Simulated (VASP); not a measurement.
# Cl in VASP: a series of runs

Runs on Cl. Level: PBE+D3(BJ). Tasks: single point.

All numbers are computed with VASP 6.6.1; they aren't measurements. Logs are shortened: lines on timing, memory, paths and dates and some standing lists are left out, and cuts for length are marked.

## 1. The cell of the first run

The cell holds a disordered packing, 16 atoms: a = 7.830 Å, b = 7.830 Å, c = 7.830 Å, α = 90.00°, β = 90.00°, γ = 90.00°.

## 2. Single point, PBE+D3(BJ)

Contents of INCAR:

```
SYSTEM = Cl
PREC     = Accurate       ! precision mode
ENCUT    = 520            ! plane-wave cutoff, eV
EDIFF    = 1E-6           ! SCF threshold, eV
ISMEAR   = -1             ! smearing method
SIGMA    = 0.02           ! smearing width, eV
LREAL    = Auto         
LASPH    = .True.         ! aspherical terms in the spheres
NELM     = 60             ! most SCF steps
ALGO     = Normal         ! electronic algorithm
ISIF     = 2              ! what is computed and relaxed
LWAVE    = .False.        ! write WAVECAR
LCHARG   = .False.        ! write CHGCAR
GGA      = PE             ! functional
IVDW     = 12             ! dispersion correction
NBANDS   = 70             ! bands
```

Contents of KPOINTS:

```
Automatic mesh
0
Gamma
  1 1 1
  0 0 0
```

Contents of POSCAR:

```
Cl
1.0
    7.8297350000      0.0000000000      0.0000000000
    0.0000000000      7.8297350000      0.0000000000
    0.0000000000      0.0000000000      7.8297350000
Cl
16
Direct
    0.3375720890      0.5681673773      0.2356912463
    0.3254005404      0.5837362312     -0.0303075391
    0.0738466883      0.9102734639      0.9175406320
    0.1585877428      1.0172630364      0.6799846994
    0.7323491791      0.0289537258      0.5594953086
    0.7579950024      0.0460424267      0.3088482560
    0.9187156398      0.5561746343      0.3330891786
    0.9363152137      0.5465702224      0.6181435259
    0.9460728875      0.5318826244      0.9849375490
    0.6598690760      0.6093565108      1.0025243511
    0.3082224366      0.1736712673      0.4180984414
    0.2164057915      0.0797855866      0.1848466136
    0.2972131241      0.5673499806      0.5949498929
    0.5692146669      0.5663410064      0.5712709306
    0.7044171993      0.0435519210      0.9157525766
    0.5390859333      0.2380157183      0.8935679177
```

Potentials or basis: VASP PAW PBE potentials, release 64 (Cl).

Command:

```console
$ cat potpaw_PBE.64/Cl/POTCAR > POTCAR
$ mpirun -np 1 vasp_gam > vasp.out
```

OUTCAR:

```text
SYSTEM = Cl
   PREC = Accurate
   ENCUT = 520
   EDIFF = 1E-6
   ISMEAR = -1
   LREAL = Auto
   LASPH = .True.
   NELM = 60
   ISIF = 2
   GGA = PE
   IVDW = 12
 IVDW          = 12

 ion  position               nearest neighbor table
   1  0.338  0.568  0.236-   2 2.09
   2  0.325  0.584  0.970-   1 2.09  10 2.64
   3  0.074  0.910  0.918-   4 2.15
   4  0.159  0.017  0.680-   3 2.15  11 2.66
   5  0.732  0.029  0.559-   6 1.98
   6  0.758  0.046  0.309-   5 1.98
   7  0.919  0.556  0.333-   8 2.24
   8  0.936  0.547  0.618-   7 2.24
   9  0.946  0.532  0.985-  10 2.33
  10  0.660  0.609  0.003-   9 2.33   2 2.64
  11  0.308  0.174  0.418-  12 2.10   4 2.66
  12  0.216  0.080  0.185-  11 2.10
  13  0.297  0.567  0.595-  14 2.14
  14  0.569  0.566  0.571-  13 2.14
  15  0.704  0.044  0.916-  16 2.01
  16  0.539  0.238  0.894-  15 2.01

  LATTYP: Found a simple cubic cell.
 ALAT       =     7.8297350000

  Lattice vectors:

 A1 = (   7.8297350000,   0.0000000000,   0.0000000000)
 A2 = (   0.0000000000,   7.8297350000,   0.0000000000)
 A3 = (   0.0000000000,   0.0000000000,   7.8297350000)

Analysis of symmetry for initial positions (statically):
=====================================================================
 Subroutine PRICEL returns:
 Original cell was already a primitive cell.

 Routine SETGRP: Setting up the symmetry group for a
 simple cubic supercell.

 Subroutine GETGRP returns: Found  1 space group operations
 (whereof  1 operations were pure point group operations)
 out of a pool of 48 trial point group operations.

The static configuration has the point symmetry C_1 .

Analysis of symmetry for dynamics (positions and initial velocities):
=====================================================================
 Subroutine PRICEL returns:
 Original cell was already a primitive cell.

 Routine SETGRP: Setting up the symmetry group for a
 simple cubic supercell.

 Subroutine GETGRP returns: Found  1 space group operations
 (whereof  1 operations were pure point group operations)
 out of a pool of 48 trial point group operations.

The dynamic configuration has the point symmetry C_1 .

 Subroutine INISYM returns: Found  1 space group operations
 (whereof  1 operations are pure point group operations),
 and found     1 'primitive' translations

----------------------------------------------------------------------------------------

                                     Primitive cell

  volume of cell :     479.9999

  direct lattice vectors                    reciprocal lattice vectors
     7.829735000  0.000000000  0.000000000     0.127718243  0.000000000  0.000000000
     0.000000000  7.829735000  0.000000000     0.000000000  0.127718243  0.000000000
     0.000000000  0.000000000  7.829735000     0.000000000  0.000000000  0.127718243

  length of vectors
     7.829735000  7.829735000  7.829735000     0.127718243  0.127718243  0.127718243

  position of ions in fractional coordinates (direct lattice)
     0.337572089  0.568167377  0.235691246
     0.325400540  0.583736231  0.969692461
     0.073846688  0.910273464  0.917540632
     0.158587743  0.017263036  0.679984699
     0.732349179  0.028953726  0.559495309
     0.757995002  0.046042427  0.308848256
[... 8 lines left out ...]
     0.704417199  0.043551921  0.915752577
     0.539085933  0.238015718  0.893567918

  ion indices of the primitive-cell ions
   primitive index   ion index
                 1           1
                 2           2
                 3           3
                 4           4
                 5           5
                 6           6
[... 8 lines left out ...]
                15          15
                16          16

----------------------------------------------------------------------------------------

 KPOINTS: Automatic mesh

Automatic generation of k-mesh.
 Grid dimensions read from file:
 generate k-points for:    1    1    1

 Generating k-lattice:

  Cartesian coordinates                     Fractional coordinates (reciprocal lattice)
     0.127718243  0.000000000  0.000000000     1.000000000  0.000000000  0.000000000
     0.000000000  0.127718243  0.000000000     0.000000000  1.000000000  0.000000000
     0.000000000  0.000000000  0.127718243     0.000000000  0.000000000  1.000000000

  Length of vectors
     0.127718243  0.127718243  0.127718243

  Shift w.r.t. Gamma in fractional coordinates (k-lattice)
     0.000000000  0.000000000  0.000000000

 Subroutine IBZKPT returns following result:
 ===========================================

 Found      1 irreducible k-points:

 Following reciprocal coordinates:
            Coordinates               Weight
  0.000000  0.000000  0.000000      1.000000
   k-points           NKPTS =      1   k-points in BZ     NKDIM =      1   number of bands    NBANDS=     70
   number of dos      NEDOS =    301   number of ions     NIONS =     16
   total plane-waves  NPLWV = 216000
   dimension x,y,z NGX =    60 NGY =   60 NGZ =   60
   dimension x,y,z NGXF=   120 NGYF=  120 NGZF=  120
   ions per type =              16
   NGX,Y,Z   is equivalent  to a cutoff of  12.74, 12.74, 12.74 a.u.
   NGXF,Y,Z  is equivalent  to a cutoff of  25.48, 25.48, 25.48 a.u.
 SYSTEM =  Cl
   PREC   = accura    normal or accurate (medium, high low for compatibility)
   ISTART =      0    job   : 0-new  1-cont  2-samecut
   ICHARG =      2    charge: 1-file 2-atom 10-const
   ISPIN  =      1    spin polarized calculation?
   LNONCOLLINEAR =      F non collinear calculations
   LSORBIT =      F    spin-orbit coupling
   LASPH  =      T    aspherical Exc in radial PAW
   ENCUT  =  520.0 eV  38.22 Ry    6.18 a.u.  14.56 14.56 14.56*2*pi/ulx,y,z
   NELM   =     60;   NELMIN=  2; NELMDL= -5     # of ELM steps
   EDIFF  = 0.1E-05   stopping-criterion for ELM
   LREAL  =      T    real-space projection
   EDIFFG = 0.1E-04   stopping-criterion for IOM
   NSW    =      0    number of steps for IOM
   IBRION =     -1    ionic relax: 0-MD 1-quasi-New 2-CG
   NFREE  =      0    steps in history (QN), initial steepest desc. (CG)
   ISIF   =      2    stress and relaxation
   ISYM   =      2    0-nonsym 1-usesym 2-fastsym
   POTIM  = 0.5000    time-step for ionic-motion
   TEBEG  =    0.0;   TEEND  =   0.0 temperature during run
   PSTRESS=    0.0 pullay stress
   NELECT =     112.0000    total number of electrons
   NUPDOWN=      -1.0000    fix difference up-down
   EMIN   =  10.00;   EMAX   =-10.00  energy-range for DOS
   EFERMI =   0.00;   METHOD = LEGACY
   ISMEAR =    -1;   SIGMA  =   0.02  broadening in eV -4-tet -1-fermi 0-gaus
   EFERMI_NEDOS =   21; number of points for ismear=-14 and -15
   IALGO  =     38    algorithm
   IMIX   =      4    mixing-type and parameters
     AMIX     =   0.40;   BMIX     =  1.00
     AMIX_MAG =   1.60;   BMIX_MAG =  1.00
  volume/ion in A,a.u.               =      30.00       202.45
  Fermi-wavevector in a.u.,A,eV,Ry     =   1.007861  1.904580 13.820565  1.015783
  Thomas-Fermi vector in A             =   2.140692
   LORBIT       =      0    0 simple, 1 ext, 2 COOP (PROOUT), +10 PAW based schemes
   GGA     = PE    functional components
   LHFCALC =     F    Hartree Fock is set to
   AEXX    =    0.0000 exact exchange contribution
   IVDW    =    12    specifies the selected vdW correction
   LEPSILON=     F    determine dielectric tensor
   LRPA    =     F    only Hartree local field effects (RPA)
 non-spin polarized calculation
  energy-cutoff  :      520.00
  volume of cell :      480.00
 maximum number of plane-waves:      6483
 NGX is ok and might be reduce to    60
   NGX = 29   NGY = 29   NGZ = 29

 number of electron     111.9999997 magnetization

 Free energy of the ion-electron system (eV)
  ---------------------------------------------------
  ext. energy  EPLUGINS =         0.00000000
  ---------------------------------------------------
  free energy    TOTEN  =       -30.44182501 eV

  energy without entropy =      -30.44182501  energy(sigma->0) =      -30.44182501

 E-fermi :   0.0995     XC(G=0):  -7.5017

 val. band max:       -0.3464711692   @ k =   0.0000   0.0000   0.0000
 cond. band min:       0.5418600180   @ k =   0.0000   0.0000   0.0000
 fundamental gap:      0.8883311872
 Fermi energy:         0.0994863119

 k-point     1 :       0.0000    0.0000    0.0000
  band No.  band energies     occupation
      1     -17.6846      2.00000
      2     -17.4209      2.00000
      3     -16.9239      2.00000
      4     -16.8190      2.00000
      5     -16.7129      2.00000
      6     -16.4365      2.00000
[... 60 lines left out ...]
     67       7.4921      0.00000
     68       7.6516      0.00000
 [bands above 68 left out]

------------------------ aborting loop because EDIFF is reached ----------------------------------------

 Edisp (eV)   -2.28040

 E8    (eV) :    -0.7526

  FORCE on cell =-STRESS in cart. coord.  units (eV):
  Direction    XX          YY          ZZ          XY          YZ          ZX
  --------------------------------------------------------------------------------------
  -------------------------------------------------------------------------------------
  Total      -8.83619     1.15282   -11.66139    -0.50499    -0.23388    -0.50268
  in kB     -29.49404     3.84796   -38.92421    -1.68559    -0.78064    -1.67789
  external pressure =      -21.52 kB  Pullay stress =        0.00 kB

 VOLUME and BASIS-vectors are now :
 -----------------------------------------------------------------------------
  energy-cutoff  :      520.00
  volume of cell :      480.00
      direct lattice vectors                 reciprocal lattice vectors
     7.829735000  0.000000000  0.000000000     0.127718243  0.000000000  0.000000000
     0.000000000  7.829735000  0.000000000     0.000000000  0.127718243  0.000000000
     0.000000000  0.000000000  7.829735000     0.000000000  0.000000000  0.127718243

 POSITION                                       TOTAL-FORCE (eV/Angst)
 -----------------------------------------------------------------------------------
      2.64310      4.44860      1.84540        -0.602105      0.134172      0.465037
      2.54780      4.57050      7.59244         0.144076     -0.322392     -0.121253
      0.57820      7.12720      7.18410         0.366072      0.726880     -0.633938
      1.24170      0.13517      5.32410         0.107428     -0.078176      0.556573
      5.73410      0.22670      4.38070        -0.116017     -0.082983      1.249117
      5.93490      0.36050      2.41820        -0.177627      0.024929     -1.555471
[... 8 lines left out ...]
      5.51540      0.34100      7.17010         0.136169      0.020518      0.147784
      4.22090      1.86360      6.99640        -0.075942     -0.094127      0.138246
 -----------------------------------------------------------------------------------
    total drift:                               -0.000616      0.003417      0.001862

  FREE ENERGIE OF THE ION-ELECTRON SYSTEM (eV)
  ---------------------------------------------------
  free  energy   TOTEN  =       -32.7222229898 eV

  energy  without entropy=      -32.7222229894  energy(sigma->0) =      -32.72222299
```

It took 68 s on 1 thread of Intel Xeon Platinum 8488C (Sapphire Rapids), shared host; peak memory 0.4 GiB.

What came out:

```yaml
Free_energy: -32.7222 eV
Pressure: -2.2 GPa
Largest_force: 1.566 eV/Å
Dispersion_energy_per_atom: -0.143 eV
```

Forces on the atoms (eV/Å):
```
Cl  -0.602  0.134  0.465
Cl   0.144 -0.322 -0.121
Cl   0.366  0.727 -0.634
Cl   0.107 -0.078  0.557
Cl  -0.116 -0.083  1.249
Cl  -0.178  0.025 -1.555
Cl   0.505 -0.284  0.385
Cl  -0.318  0.180 -0.644
Cl  -0.987  0.855  0.294
Cl   0.945 -0.538 -0.779
Cl  -0.468 -0.539 -0.418
Cl   0.107  0.013  0.477
Cl   0.210  0.051 -0.137
Cl   0.223 -0.069  0.576
Cl   0.136  0.021  0.148
Cl  -0.076 -0.094  0.138
```

Caveat: the k points lie up to 0.80 Å⁻¹ apart, too coarse for converged energies, forces and pressures.

[end of part 1 of 2]
